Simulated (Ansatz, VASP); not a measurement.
# Zn4Se3S: VASP beside Ansatz

```
Zn Se S
1.0
     3.99922    0.00000    0.00000
    -1.99961    3.46343    0.00000
     0.00000    0.00000   13.10579
Zn Se S
4 3 1
Direct
  0.00000 0.00000 0.00805
  0.00000 0.00000 0.49785
  0.33333 0.66667 0.24228
  0.66667 0.33333 0.75262
  0.00000 0.00000 0.68684
  0.33333 0.66667 0.43233
  0.66667 0.33333 0.94206
  0.00000 0.00000 0.18797
```

Alike in both runs: functional PBE; k mesh 12 × 12 × 2; occupations gaussian, width 0.02 eV; no spin polarisation.

Ansatz relaxed the structure, and its values are those at the end. VASP's run is a single point on that final structure, the one shown.

```csv
,VASP,Ansatz
version,VASP 6.6.1,Ansatz 0.2.0
potentials or method,"VASP PAW PBE potentials, release 64 (Zn, Se, S), cutoff 520 eV","scalar-relativistic, plane waves, PAW"
valence electrons in the cell,72,102
```

|  | VASP | Ansatz | Ansatz less VASP |
| --- | --- | --- | --- |
| gap on the k mesh at the Fermi level (eV) | 1.23 | 1.23 | 0.000 |
| least direct gap on the mesh (eV) | 1.23 | 1.23 | 0.000 |
| pressure (GPa) | 0.2 | 0.0 | -0.20 |

The functional is the same, so the differences come from potentials, cutoffs and numerics. VASP's potentials hold 72 valence electrons a cell and Ansatz's 102, so a difference there can come from the potentials and not from the codes.
